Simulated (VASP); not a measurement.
# Al4B2Te3 (P6/mmm) in VASP: a series of runs, part 2 of 2

VASP 6.6.1. The steps go on from the part before.

## (3) Single point, PBE

This run uses another cell than the first one, of 20.27 Å³/atom, 0.531 times its volume.

Input file INCAR:

```
SYSTEM = Al4B2Te3
  ALGO = Normal
  EDIFF = 1E-7
  ENCUT = 520
  GGA = PE
  ISIF = 2
  ISMEAR = 0
  LASPH = .True.
  LCHARG = .False.
  LREAL = .False.
  LWAVE = .False.
  NBANDS = 28
  NELM = 100
  PREC = Accurate
  SIGMA = 0.1
```

Input file KPOINTS:

```
k-points
0
Gamma
  3 3 4
  0 0 0
```

Input file POSCAR:

```
Al4B2Te3
1.0
    6.7614786400      0.0000000000      0.0000000000
   -3.3807393200      5.8556122700      0.0000000000
    0.0000000000      0.0000000000      4.6073484000
Al B Te
4 2 3
Direct
    0.3333333300      0.6666666700      0.5000000000
    0.6666666700      0.3333333300      0.5000000000
    0.3333333300      0.6666666700      0.0000000000
    0.6666666700      0.3333333300      0.0000000000
    0.0000000000      0.0000000000      0.5000000000
    0.0000000000      0.0000000000      0.0000000000
    0.5000000000      0.0000000000      0.5000000000
    0.0000000000      0.5000000000      0.5000000000
    0.5000000000      0.5000000000      0.5000000000
```

Potentials or basis: VASP PAW PBE potentials, release 64 (Al, B, Te).

Launch:

```console
cat potpaw_PBE.64/Al/POTCAR potpaw_PBE.64/B/POTCAR potpaw_PBE.64/Te/POTCAR > POTCAR
mpirun -np 1 vasp_std > vasp.out
```

It took 71 s on 1 thread of Intel Xeon Platinum 8259CL at 2.50GHz (Skylake/Cascade Lake), shared host; peak memory 0.3 GiB.

It converged, with:

| Quantity | Value |
| --- | --- |
| Free energy | -3.2240 eV |
| Pressure | 62.1 GPa |
| Band gap on the k mesh | zero (band 18 reaches 7.41 eV, above the bottom of band 19 at 6.43 eV) |

Stress tensor (GPa, compression positive):
```
83.81  0.00  0.00
 0.00 83.81  0.00
 0.00  0.00 18.75
```

Levels at points of the mesh, in eV from the Fermi level:
| k point | band 14 | band 15 | band 16 | band 17 | band 18 | band 19 | band 20 | band 21 | band 22 | band 23 |
| --- | --- | --- | --- | --- | --- | --- | --- | --- | --- | --- |
| (0.00, 0.00, 0.00) | -3.10 | -1.97 | -1.84 | -1.29 | -0.34 | 0.54 | 0.54 | 0.59 | 0.59 | 1.38 |
| (0.00, 0.00, 0.50) | -2.84 | -0.91 | -0.91 | -0.20 | 0.05 | 2.05 | 2.05 | 2.22 | 2.22 | 2.39 |

Caveat: spin-orbit coupling is left out, which moves the levels of the heavy elements.

## (4) Single point, PBE

Input file INCAR:

```
SYSTEM = Al4B2Te3
PREC = Accurate
ENCUT = 520
EDIFF = 1E-6
ISMEAR = 0
SIGMA = 0.1
LREAL = .False.
LASPH = .True.
NELM = 100
ALGO = Normal
ISIF = 2
LWAVE = .False.
LCHARG = .False.
GGA = PE
NBANDS = 28
```

Input file KPOINTS:

```
Automatic mesh
0
Gamma
  3 3 4
  0 0 0
```

Input file POSCAR:

```
Al4B2Te3
1.0
    9.1559901340      0.0000000000      0.0000000000
   -4.5779950670      7.9293200529      0.0000000000
    0.0000000000      0.0000000000      4.7350071664
Al B Te
4 2 3
Direct
    0.3333333333      0.6666666667      0.5000000000
    0.6666666667      0.3333333333      0.5000000000
    0.3333333333      0.6666666667      0.0000000000
    0.6666666667      0.3333333333      0.0000000000
    0.0000000000      0.0000000000      0.5000000000
    0.0000000000      0.0000000000      0.0000000000
    0.5000000000      0.0000000000      0.5000000000
    0.0000000000      0.5000000000      0.5000000000
    0.5000000000      0.5000000000      0.5000000000
```

Potentials or basis: VASP PAW PBE potentials, release 64 (Al, B, Te).

Launch:

```console
cat potpaw_PBE.64/Al/POTCAR potpaw_PBE.64/B/POTCAR potpaw_PBE.64/Te/POTCAR > POTCAR
mpirun -np 1 vasp_std > vasp.out
```

OUTCAR:

```text
SYSTEM = Al4B2Te3
   PREC = Accurate
   ENCUT = 520
   EDIFF = 1E-6
   ISMEAR = 0
   LREAL = .False.
   LASPH = .True.
   NELM = 100
   ISIF = 2
   GGA = PE

 ion  position               nearest neighbor table
   1  0.333  0.667  0.500-   3 2.37   3 2.37   8 2.64   7 2.64   9 2.64
   2  0.667  0.333  0.500-   4 2.37   4 2.37   8 2.64   7 2.64   9 2.64
   3  0.333  0.667  0.000-   1 2.37   1 2.37
   4  0.667  0.333  0.000-   2 2.37   2 2.37
   5  0.000  0.000  0.500-
   6  0.000  0.000  0.000-
   7  0.500  0.000  0.500-   1 2.64   2 2.64
   8  0.000  0.500  0.500-   1 2.64   2 2.64
[... 478 lines left out ...]
  in kB        2.8148368      2.8148368      1.2413287      0.0000000     -0.0000000      0.0000000
  external PRESSURE =       2.2903341 kB  Pullay stress =       0.0000000 kB

 VOLUME and BASIS-vectors are now :
 -----------------------------------------------------------------------------
  energy-cutoff  :      520.00
  volume of cell :      343.77
      direct lattice vectors                 reciprocal lattice vectors
     9.155990134  0.000000000  0.000000000     0.109218117  0.063057109  0.000000000
    -4.577995067  7.929320053  0.000000000     0.000000000  0.126114218  0.000000000
     0.000000000  0.000000000  4.735007166     0.000000000  0.000000000  0.211192922

 POSITION                                       TOTAL-FORCE (eV/Angst)
 -----------------------------------------------------------------------------------
     -0.00000      5.28621      2.36750        -0.000000      0.000000     -0.000000
      4.57800      2.64311      2.36750        -0.000000      0.000000      0.000000
     -0.00000      5.28621      0.00000         0.000000      0.000000      0.000000
      4.57800      2.64311      0.00000        -0.000000     -0.000000     -0.000000
      0.00000      0.00000      2.36750         0.000000      0.000000     -0.000000
      0.00000      0.00000      0.00000         0.000000      0.000000     -0.000000
      4.57800      0.00000      2.36750         0.000000      0.000000     -0.000000
     -2.28900      3.96466      2.36750         0.000000      0.000000     -0.000000
      2.28900      3.96466      2.36750         0.000000      0.000000     -0.000000
 -----------------------------------------------------------------------------------
    total drift:                                0.000000      0.000000      0.000000

  FREE ENERGIE OF THE ION-ELECTRON SYSTEM (eV)
  ---------------------------------------------------
  free  energy   TOTEN  =       -25.6234830181 eV

  energy  without entropy=      -25.5897081441  energy(sigma->0) =      -25.60659558
```

OSZICAR:

```text
N       E                     dE             d eps       ncg     rms          rms(c)
DAV:   1     0.121099588508E+03    0.12110E+03   -0.11920E+04   504   0.978E+02
DAV:   2    -0.142149408993E+02   -0.13531E+03   -0.12858E+03   660   0.136E+02
DAV:   3    -0.262056579653E+02   -0.11991E+02   -0.11757E+02   620   0.398E+01
DAV:   4    -0.266277671975E+02   -0.42211E+00   -0.42081E+00   680   0.842E+00
DAV:   5    -0.266372483795E+02   -0.94812E-02   -0.94730E-02   768   0.139E+00    0.942E+00
DAV:   6    -0.260140331041E+02    0.62322E+00   -0.95759E+00   576   0.326E+00    0.486E+00
DAV:   7    -0.257443115417E+02    0.26972E+00   -0.58716E+00   580   0.219E+00    0.434E+00
DAV:   8    -0.256336114853E+02    0.11070E+00   -0.15498E+00   584   0.187E+00    0.527E-01
DAV:   9    -0.256230270963E+02    0.10584E-01   -0.45686E-02   572   0.694E-01    0.330E-01
DAV:  10    -0.256224822770E+02    0.54482E-03   -0.15643E-02   612   0.318E-01    0.160E-01
DAV:  11    -0.256231544238E+02   -0.67215E-03   -0.75251E-04   580   0.114E-01    0.660E-02
DAV:  12    -0.256234233646E+02   -0.26894E-03   -0.41939E-04   584   0.649E-02    0.192E-02
DAV:  13    -0.256234733572E+02   -0.49993E-04   -0.53303E-05   592   0.292E-02    0.143E-02
DAV:  14    -0.256234827653E+02   -0.94081E-05   -0.14798E-05   592   0.142E-02    0.501E-03
DAV:  15    -0.256234830181E+02   -0.25276E-06   -0.11539E-06   436   0.380E-03
   1 F= -.25623483E+02 E0= -.25606596E+02  d E =-.337749E-01
```

It took 2.4 min on 1 thread of Intel Xeon Platinum 8259CL at 2.50GHz (Skylake/Cascade Lake), shared host; peak memory 0.43 GiB.

Results:

* Free energy: -25.6235 eV
* Pressure: 0.2 GPa
* Band gap on the k mesh: zero (band 18 reaches 2.10 eV, above the bottom of band 19 at 1.10 eV)

Levels at points of the mesh, in eV from the Fermi level:
```
           k point  band 16  band 17  band 18  band 19  band 20  band 21
(0.00, 0.00, 0.00)    -1.10    -1.10    -0.67    -0.05    -0.05     0.27
(0.00, 0.00, 0.50)    -0.52    -0.21     0.48     0.48     1.13     1.13
```

Caveat: spin-orbit coupling is left out, which moves the levels of the heavy elements.

## (5) Relaxation of cell and atoms, PBE

This run uses another cell than the first one, of 20.27 Å³/atom, 0.531 times its volume.

Input file INCAR:

```
SYSTEM = Al4B2Te3
  PREC = Accurate
  ENCUT = 600
  EDIFF = 1E-6
  ISMEAR = 0
  SIGMA = 0.1
  LREAL = .False.
  LASPH = .True.
  NELM = 100
  ALGO = Normal
  ISIF = 3
  LWAVE = .False.
  LCHARG = .False.
  GGA = PE
  IBRION = 2
  NSW = 90
  EDIFFG = -0.04
```

KPOINTS is that of step 4.

Input file POSCAR:

```
Al4B2Te3
1.0
    6.7614786400      0.0000000000      0.0000000000
   -3.3807393200      5.8556122700      0.0000000000
    0.0000000000      0.0000000000      4.6073484000
Al B Te
4 2 3
Direct
    0.3333333300      0.6666666700      0.5000000000
    0.6666666700      0.3333333300      0.5000000000
    0.3333333300      0.6666666700      0.0000000000
    0.6666666700      0.3333333300      0.0000000000
    0.0000000000      0.0000000000      0.5000000000
    0.0000000000      0.0000000000      0.0000000000
    0.5000000000      0.0000000000      0.5000000000
    0.0000000000      0.5000000000      0.5000000000
    0.5000000000      0.5000000000      0.5000000000
```

Launch:

```console
cat potpaw_PBE.64/Al/POTCAR potpaw_PBE.64/B/POTCAR potpaw_PBE.64/Te/POTCAR > POTCAR
mpirun -np 1 vasp_std > vasp.out
```

It took 10 min on 1 thread of Intel Xeon Platinum 8259CL at 2.50GHz (Skylake/Cascade Lake), shared host; peak memory 0.37 GiB.

It converged, with:

* Free energy: -25.6122 eV
* Relaxed volume: 38.42 Å³/atom
* Relaxed cell: a = 9.181 Å, b = 9.181 Å, c = 4.737 Å, α = 90.00°, β = 90.00°, γ = 120.00°
* Space group after relaxing (to 0.05 Å): P6/mmm (No. 191)
* Energy gained by relaxing: 2487.4 meV/atom
* Ionic steps: 10
* Pressure after relaxing: 0.1 GPa
* Band gap on the k mesh: zero (band 18 reaches 2.06 eV, above the bottom of band 19 at 1.06 eV)

Step by step:
| step | energy change (eV) | largest force (eV/Å) | pressure (GPa) | volume (Å³) |
| --- | --- | --- | --- | --- |
| 1 | 0.0000 | 0.0000 | 62.13 | 182.42 |
| 2 | -20.6184 | 0.0000 | -3.61 | 464.45 |
| 3 | -22.0222 | 0.0000 | 1.15 | 329.80 |
| 4 | -22.1580 | 0.0000 | -1.51 | 370.32 |
| 5 | -22.1989 | 0.0000 | -0.89 | 358.52 |
| 6 | -22.1993 | 0.0000 | -0.64 | 354.30 |
| 7 | -22.3714 | 0.0000 | -0.01 | 345.58 |
| 8 | -22.3831 | 0.0000 | 0.25 | 342.99 |
| 9 | -22.3831 | 0.0000 | 0.28 | 342.76 |
| 10 | -22.3869 | 0.0000 | 0.08 | 345.79 |

Final structure:
```
Al B Te
1.0
     9.18083    0.00000    0.00000
    -4.59041    7.95083    0.00000
     0.00000    0.00000    4.73713
Al B Te
4 2 3
Cartesian
  0.0000 5.3006 2.3686
  4.5904 2.6503 2.3686
  0.0000 5.3006 4.7371
  4.5904 2.6503 0.0000
  0.0000 0.0000 2.3686
  0.0000 0.0000 0.0000
  4.5904 0.0000 2.3686
  -2.2952 3.9754 2.3686
  2.2952 3.9754 2.3686
```

Levels at points of the mesh, in eV from the Fermi level:
```csv
k point,band 16,band 17,band 18,band 19,band 20,band 21
"(0.00, 0.00, 0.00)",-1.08,-1.08,-0.66,-0.06,-0.06,0.29
"(0.00, 0.00, 0.50)",-0.51,-0.21,0.50,0.50,1.13,1.13
```

Caveat: the volume moved by over 15 % at a fixed basis, so the end points are rough; spin-orbit coupling is left out, which moves the levels of the heavy elements.

## (6) The runs side by side

```csv
task,cell,k mesh,cutoff (eV),gap on the mesh (eV),pressure (GPa),relaxed volume (Å³/atom)
relaxation of cell and atoms,"relaxed from a = 9.156, b = 9.156, c = 4.735 Å, angles 90.0, 90.0, 120.0°, 9 atoms",6 × 6 × 8,600,none,0.0,38.96
single point,"a = 6.761, b = 6.761, c = 4.607 Å, angles 90.0, 90.0, 120.0°, 9 atoms",3 × 3 × 4,520,none,62.1,-
single point,"a = 9.156, b = 9.156, c = 4.735 Å, angles 90.0, 90.0, 120.0°, 9 atoms",3 × 3 × 4,520,none,0.2,-
relaxation of cell and atoms,"relaxed from a = 6.761, b = 6.761, c = 4.607 Å, angles 90.0, 90.0, 120.0°, 9 atoms",3 × 3 × 4,600,none,0.1,38.42
```

Alike in all rows: level PBE; potentials or basis VASP PAW PBE potentials, release 64 (Al, B, Te); no spin polarisation; smearing gaussian 0.1 eV.

Caveats: spin-orbit coupling is left out, which moves the levels of the heavy elements; the volume moved by over 15 % at a fixed basis, so the end points are rough (some runs).

Absolute energies hang on the potentials; compare differences alone.
